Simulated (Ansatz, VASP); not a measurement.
One calculation of SnSe, two programs

```
CELL_PARAMETERS angstrom
4.31560 0.00000 0.00000
0.00000 4.31560 0.00000
0.00000 0.00000 11.14432
ATOMIC_POSITIONS crystal
Sn 0.50000 0.00000 0.37816
Sn 0.00000 0.50000 0.62184
Se 0.50000 0.00000 0.62178
Se 0.00000 0.50000 0.37822
```

Change from the starting cell: strain +0.030 along x and y, +0.015 along z, atoms carried along.

Alike in both runs: task single point; functional LDA; k mesh 6 × 6 × 4; occupations gaussian, width 0.05 eV; no spin polarisation.

|  | VASP | Ansatz |
| --- | --- | --- |
| version | VASP 6.6.1 | Ansatz 0.2.0 |
| potentials or method | VASP PAW LDA potentials, release 64 (Sn_d, Se), cutoff 520 eV | scalar-relativistic, plane waves, PAW |
| valence electrons in the cell | 40 | 60 |

|  | VASP | Ansatz | Ansatz less VASP |
| --- | --- | --- | --- |
| gap on the k mesh at the Fermi level (eV) | 1.46 | 1.47 | +0.005 |
| least direct gap on the mesh (eV) | 1.53 | 1.53 | +0.003 |
| rms of the force components (eV/Å) | 0.170 | 0.182 | +0.0115 |

LDA's correlation is that of Perdew and Zunger in VASP and of Perdew and Wang (1992) in Ansatz. Atom by atom the forces differ by 0.011 eV/Å (rms over components). VASP's potentials hold 40 valence electrons a cell and Ansatz's 60, so a difference there can come from the potentials and not from the codes.
